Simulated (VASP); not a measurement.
# PtSe2 (P-3m1) in VASP: a series of runs

The runs below take PtSe2 through single point, with PBE, BLYP+D4, r2SCAN50.

Program: VASP 6.6.1. These are calculated values, not measurements. Logs are shortened: lines on timing, memory, paths and dates and some standing lists are left out, and cuts for length are marked.

### 1 The cell of the first run

It takes space group P-3m1 (No. 164, trigonal). Conventional cell: a = 3.724 Å, b = 3.724 Å, c = 5.062 Å, α = 90.00°, β = 90.00°, γ = 120.00°. Pt (site symmetry -3m) has 6 Se at 2.49 Å within 3.3 Å. Within 3.4 Å of Se (site symmetry 3m) lie 3 Pt at 2.49 Å and 6 Se at 3.32 Å.

### 2 Single point, PBE

INCAR reads:

```
SYSTEM = PtSe2
PREC     = Accurate       ! precision mode
ENCUT    = 520            ! plane-wave cutoff, eV
EDIFF    = 1E-6           ! SCF threshold, eV
ISMEAR   = -1             ! smearing method
SIGMA    = 0.04           ! smearing width, eV
LREAL    = .False.        ! projectors in reciprocal space
LASPH    = .True.         ! aspherical terms in the spheres
NELM     = 100            ! most SCF steps
ALGO     = Normal         ! electronic algorithm
ISIF     = 2              ! what is computed and relaxed
LWAVE    = .False.        ! write WAVECAR
LCHARG   = .False.        ! write CHGCAR
GGA      = PE             ! functional
NBANDS   = 18             ! bands
```

KPOINTS reads:

```
regular mesh
0
Gamma
  6 6 4
  0 0 0
```

POSCAR reads:

```
PtSe2
1.0
    3.7240000000      0.0000000000      0.0000000000
   -1.8620000000      3.2250786037      0.0000000000
    0.0000000000      0.0000000000      5.0620000000
Pt Se
1 2
Direct
    0.0000000000      0.0000000000      0.0000000000
    0.6666666667      0.3333333333      0.7500000000
    0.3333333333      0.6666666667      0.2500000000
```

Potentials or basis: VASP PAW PBE potentials, release 64 (Pt, Se).

Started as:

```sh
$ cat potpaw_PBE.64/Pt/POTCAR potpaw_PBE.64/Se/POTCAR > POTCAR
$ mpirun -np 1 vasp_std > vasp.out
```

OUTCAR:

```text
SYSTEM = PtSe2
   PREC = Accurate
   ENCUT = 520
   EDIFF = 1E-6
   ISMEAR = -1
   LREAL = .False.
   LASPH = .True.
   NELM = 100
   ISIF = 2
   GGA = PE

 ion  position               nearest neighbor table
   1  0.000  0.000  0.000-   2 2.49   3 2.49   2 2.49   3 2.49   2 2.49   3 2.49
   2  0.667  0.333  0.750-   1 2.49   1 2.49   1 2.49
   3  0.333  0.667  0.250-   1 2.49   1 2.49   1 2.49

  LATTYP: Found a hexagonal cell.
 ALAT       =     3.7240000000
 C/A-ratio  =     1.3592910849

  Lattice vectors:

 A1 = (   3.7240000000,   0.0000000000,   0.0000000000)
 A2 = (  -1.8620000000,   3.2250786037,   0.0000000000)
 A3 = (   0.0000000000,   0.0000000000,   5.0620000000)

Analysis of symmetry for initial positions (statically):
=====================================================================
 Subroutine PRICEL returns:
 Original cell was already a primitive cell.

 Routine SETGRP: Setting up the symmetry group for a
 hexagonal supercell.

 Subroutine GETGRP returns: Found 12 space group operations
 (whereof 12 operations were pure point group operations)
 out of a pool of 24 trial point group operations.

The static configuration has the point symmetry D_3d.

Analysis of symmetry for dynamics (positions and initial velocities):
=====================================================================
 Subroutine PRICEL returns:
 Original cell was already a primitive cell.

 Routine SETGRP: Setting up the symmetry group for a
 hexagonal supercell.

 Subroutine GETGRP returns: Found 12 space group operations
 (whereof 12 operations were pure point group operations)
 out of a pool of 24 trial point group operations.

The dynamic configuration has the point symmetry D_3d.

 Subroutine INISYM returns: Found 12 space group operations
 (whereof 12 operations are pure point group operations),
 and found     1 'primitive' translations

----------------------------------------------------------------------------------------

                                     Primitive cell

  volume of cell :      60.7956

  direct lattice vectors                    reciprocal lattice vectors
     3.724000000  0.000000000  0.000000000     0.268528464  0.155034981  0.000000000
    -1.862000000  3.225078604  0.000000000     0.000000000  0.310069962  0.000000000
     0.000000000  0.000000000  5.062000000     0.000000000  0.000000000  0.197550375

  length of vectors
     3.724000000  3.724000000  5.062000000     0.310069962  0.310069962  0.197550375

  position of ions in fractional coordinates (direct lattice)
     0.000000000  0.000000000  0.000000000
     0.666666667  0.333333333  0.750000000
     0.333333333  0.666666667  0.250000000

  ion indices of the primitive-cell ions
   primitive index   ion index
                 1           1
                 2           2
                 3           3

----------------------------------------------------------------------------------------

 KPOINTS: regular mesh

Automatic generation of k-mesh.
 Grid dimensions read from file:
 generate k-points for:    6    6    4

 Generating k-lattice:

  Cartesian coordinates                     Fractional coordinates (reciprocal lattice)
     0.044754744  0.025839163  0.000000000     0.166666667  0.000000000  0.000000000
     0.000000000  0.051678327  0.000000000     0.000000000  0.166666667  0.000000000
     0.000000000  0.000000000  0.049387594     0.000000000  0.000000000  0.250000000

  Length of vectors
     0.051678327  0.051678327  0.049387594

  Shift w.r.t. Gamma in fractional coordinates (k-lattice)
     0.000000000  0.000000000  0.000000000

 Subroutine IBZKPT returns following result:
 ===========================================

 Found     24 irreducible k-points:

 Following reciprocal coordinates:
            Coordinates               Weight
  0.000000  0.000000  0.000000      1.000000
  0.166667  0.000000  0.000000      6.000000
  0.333333 -0.000000  0.000000      6.000000
  0.500000 -0.000000  0.000000      3.000000
  0.166667  0.166667  0.000000      6.000000
  0.333333  0.166667  0.000000     12.000000
[... 16 lines left out ...]
  0.333333  0.166667  0.500000     12.000000
  0.333333  0.333333  0.500000      2.000000
   k-points           NKPTS =     24   k-points in BZ     NKDIM =     24   number of bands    NBANDS=     18
   number of dos      NEDOS =    301   number of ions     NIONS =      3
   total plane-waves  NPLWV =  31360
   dimension x,y,z NGX =    28 NGY =   28 NGZ =   40
   dimension x,y,z NGXF=    56 NGYF=   56 NGZF=   80
   ions per type =               1   2
   NGX,Y,Z   is equivalent  to a cutoff of  12.50, 12.50, 13.14 a.u.
   NGXF,Y,Z  is equivalent  to a cutoff of  25.00, 25.00, 26.27 a.u.
 SYSTEM =  PtSe2
   PREC   = accura    normal or accurate (medium, high low for compatibility)
   ISTART =      0    job   : 0-new  1-cont  2-samecut
   ICHARG =      2    charge: 1-file 2-atom 10-const
   ISPIN  =      1    spin polarized calculation?
   LNONCOLLINEAR =      F non collinear calculations
   LSORBIT =      F    spin-orbit coupling
   LASPH  =      T    aspherical Exc in radial PAW
   ENCUT  =  520.0 eV  38.22 Ry    6.18 a.u.   6.92  6.92  9.41*2*pi/ulx,y,z
   NELM   =    100;   NELMIN=  2; NELMDL= -5     # of ELM steps
   EDIFF  = 0.1E-05   stopping-criterion for ELM
   LREAL  =      F    real-space projection
   EDIFFG = 0.1E-04   stopping-criterion for IOM
   NSW    =      0    number of steps for IOM
   IBRION =     -1    ionic relax: 0-MD 1-quasi-New 2-CG
   NFREE  =      0    steps in history (QN), initial steepest desc. (CG)
   ISIF   =      2    stress and relaxation
   ISYM   =      2    0-nonsym 1-usesym 2-fastsym
   POTIM  = 0.5000    time-step for ionic-motion
   TEBEG  =    0.0;   TEEND  =   0.0 temperature during run
   PSTRESS=    0.0 pullay stress
   NELECT =      22.0000    total number of electrons
   NUPDOWN=      -1.0000    fix difference up-down
   EMIN   =  10.00;   EMAX   =-10.00  energy-range for DOS
   EFERMI =   0.00;   METHOD = LEGACY
   ISMEAR =    -1;   SIGMA  =   0.04  broadening in eV -4-tet -1-fermi 0-gaus
   EFERMI_NEDOS =   21; number of points for ismear=-14 and -15
   IALGO  =     38    algorithm
   IMIX   =      4    mixing-type and parameters
     AMIX     =   0.40;   BMIX     =  1.00
     AMIX_MAG =   1.60;   BMIX_MAG =  1.00
  volume/ion in A,a.u.               =      20.27       136.76
  Fermi-wavevector in a.u.,A,eV,Ry     =   1.166608  2.204570 18.517184  1.360975
  Thomas-Fermi vector in A             =   2.303119
   LORBIT       =      0    0 simple, 1 ext, 2 COOP (PROOUT), +10 PAW based schemes
   GGA     = PE    functional components
   LHFCALC =     F    Hartree Fock is set to
   AEXX    =    0.0000 exact exchange contribution
   IVDW    =     0    specifies the selected vdW correction
   LEPSILON=     F    determine dielectric tensor
   LRPA    =     F    only Hartree local field effects (RPA)
 non-spin polarized calculation
  energy-cutoff  :      520.00
  volume of cell :       60.80
 maximum number of plane-waves:      1654
   NGX = 13   NGY = 13   NGZ = 19

 number of electron      21.9999999 magnetization

 Free energy of the ion-electron system (eV)
  ---------------------------------------------------
  ext. energy  EPLUGINS =         0.00000000
  ---------------------------------------------------
  free energy    TOTEN  =       -14.18766421 eV

  energy without entropy =      -14.18222551  energy(sigma->0) =      -14.18494486

 E-fermi :   6.5417     XC(G=0): -10.6334

 val. band max:        6.5111899448   @ k =   0.0000   0.1667   0.2500
 cond. band min:       6.5599282141   @ k =   0.3333   0.3333   0.0000
 fundamental gap:      0.0487382693
 Fermi energy:         6.5416801941

 k-point     1 :       0.0000    0.0000    0.0000
  band No.  band energies     occupation
      1      -9.1814      2.00000
      2      -6.3579      2.00000
      3      -0.6645      2.00000
      4       0.0442      2.00000
      5       0.0442      2.00000
      6       2.5076      2.00000
[... 10 lines left out ...]
     17      13.8145      0.00000
     18      18.3481      0.00000

 k-point     2 :       0.1667    0.0000    0.0000
  band No.  band energies     occupation
      1      -8.8756      2.00000
      2      -6.4923      2.00000
      3      -0.3079      2.00000
      4       0.2365      2.00000
      5       0.2683      2.00000
      6       2.0160      2.00000
[... 10 lines left out ...]
     17      14.6917      0.00000
     18      15.6446      0.00000

 k-point     3 :       0.3333   -0.0000    0.0000
  band No.  band energies     occupation
      1      -8.0975      2.00000
      2      -6.8092      2.00000
      3      -0.0307      2.00000
      4       0.5986      2.00000
      5       0.7841      2.00000
      6       1.1875      2.00000
[... 10 lines left out ...]
     17      14.4047      0.00000
     18      15.3908      0.00000

 k-point     4 :       0.5000   -0.0000    0.0000
  band No.  band energies     occupation
      1      -7.3353      2.00000
      2      -7.2525      2.00000
      3      -0.8125      2.00000
      4       0.7149      2.00000
      5       1.2023      2.00000
      6       2.2849      2.00000
[... 375 lines left out ...]
      4       0.1767      2.00000
      5       0.9643      2.00000
      6       1.6621      2.00000
[... 10 lines left out ...]
     17      14.7801      0.00000
     18      15.4501      0.00000

 k-point    23 :       0.3333    0.1667    0.5000
  band No.  band energies     occupation
      1      -7.3608      2.00000
      2      -7.1432      2.00000
      3      -0.6588      2.00000
      4       0.1059      2.00000
      5       0.9486      2.00000
      6       1.7735      2.00000
[... 10 lines left out ...]
     17      14.9995      0.00000
     18      16.3679      0.00000

 k-point    24 :       0.3333    0.3333    0.5000
  band No.  band energies     occupation
      1      -7.1407      2.00000
      2      -7.1407      2.00000
      3       0.0538      2.00000
      4       0.0538      2.00000
      5       0.2083      2.00000
      6       2.0146      2.00000
[... 10 lines left out ...]
     17      14.1499      0.00000
     18      16.6069      0.00000

------------------------ aborting loop because EDIFF is reached ----------------------------------------

  FORCE on cell =-STRESS in cart. coord.  units (eV):
  Direction    XX          YY          ZZ          XY          YZ          ZX
  --------------------------------------------------------------------------------------
  -------------------------------------------------------------------------------------
  Total        3.0211084      3.0211084      2.3021668      0.0000000     -0.0000000      0.0000000
  in kB       79.6168106     79.6168106     60.6701761      0.0000000     -0.0000000      0.0000000
  external PRESSURE =      73.3012658 kB  Pullay stress =       0.0000000 kB

 VOLUME and BASIS-vectors are now :
 -----------------------------------------------------------------------------
  energy-cutoff  :      520.00
  volume of cell :       60.80
      direct lattice vectors                 reciprocal lattice vectors
     3.724000000  0.000000000  0.000000000     0.268528464  0.155034981  0.000000000
    -1.862000000  3.225078604  0.000000000     0.000000000  0.310069962  0.000000000
     0.000000000  0.000000000  5.062000000     0.000000000  0.000000000  0.197550375

 POSITION                                       TOTAL-FORCE (eV/Angst)
 -----------------------------------------------------------------------------------
      0.00000      0.00000      0.00000         0.000000      0.000000      0.000000
      1.86200      1.07503      3.79650        -0.000000      0.000000     -0.579309
     -0.00000      2.15005      1.26550        -0.000000     -0.000000      0.579309
 -----------------------------------------------------------------------------------
    total drift:                               -0.000000     -0.000000     -0.000000

  FREE ENERGIE OF THE ION-ELECTRON SYSTEM (eV)
  ---------------------------------------------------
  free  energy   TOTEN  =       -14.1876642109 eV

  energy  without entropy=      -14.1822255110  energy(sigma->0) =      -14.18494486
```

Run time: 12 s. Hardware: 1 thread of Intel Xeon 6975P-C (Granite Rapids), shared host; peak memory 0.18 GiB.

What came out:

```
Free energy            : -14.1877 eV
Pressure               : 7.3 GPa
Largest force          : 0.579 eV/Å
Band gap on the k mesh : zero (bands 11 and 12 overlap by 0.38 eV)
```

Forces in eV/Å, atoms in the order of the input:
```
Pt   0.000  0.000  0.000
Se   0.000  0.000 -0.579
Se   0.000  0.000  0.579
```

Levels at points of the mesh, in eV from the Fermi level:
| k point | band 7 | band 8 | band 9 | band 10 | band 11 | band 12 | band 13 | band 14 | band 15 | band 16 |
| --- | --- | --- | --- | --- | --- | --- | --- | --- | --- | --- |
| (0.00, 0.00, 0.00) | -4.03 | -2.59 | -1.08 | -1.08 | 0.40 | 1.46 | 1.46 | 3.60 | 4.21 | 7.27 |
| (0.50, 0.00, 0.00) | -3.72 | -3.56 | -3.52 | -3.44 | -2.99 | 0.66 | 2.35 | 4.78 | 5.83 | 7.10 |
| (0.00, 0.00, 0.50) | -4.06 | -2.96 | -1.72 | -1.51 | -1.51 | 2.30 | 2.30 | 4.80 | 6.32 | 6.75 |
| (0.50, 0.00, 0.50) | -3.55 | -3.54 | -3.24 | -2.86 | -1.39 | 0.99 | 1.52 | 4.56 | 4.78 | 7.16 |

Caveat: the cell stands under pressure; spin-orbit coupling is left out, which moves the levels of the heavy elements.

[end of part 1 of 2]
